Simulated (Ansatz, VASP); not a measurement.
# Sr3B2 in VASP and in Ansatz

```
CELL_PARAMETERS angstrom
5.40159 0.00000 0.00000
-2.70080 4.67791 0.00000
0.00000 0.00000 5.60488
ATOMIC_POSITIONS crystal
Sr 0.33333 0.66667 0.00000
Sr 0.66667 0.33333 0.00000
Sr 0.00000 0.00000 0.50000
B 0.33333 0.66667 0.50000
B 0.66667 0.33333 0.50000
```

Alike in both runs: task relaxation of cell and atoms; functional PBE; k mesh 12 × 12 × 8; occupations gaussian, width 0.1 eV; no spin polarisation.

```csv
,VASP,Ansatz
version,VASP 6.6.1,Ansatz 0.2.0
potentials or method,"VASP PAW PBE potentials, release 64 (Sr_sv, B), cutoff 600 eV","scalar-relativistic, plane waves, PAW"
valence electrons in the cell,36,36
```

```tsv
	VASP	Ansatz	Ansatz less VASP
gap on the k mesh at the Fermi level, each at its own relaxed structure (eV)	none	none	-
relaxed volume (Å³/atom)	28.44	28.38	-0.068
relaxed cell length with the largest relative difference (Å)	5.618	5.610	-0.0076
```

A gap of «none» marks a metal or a gap that the smearing closes.
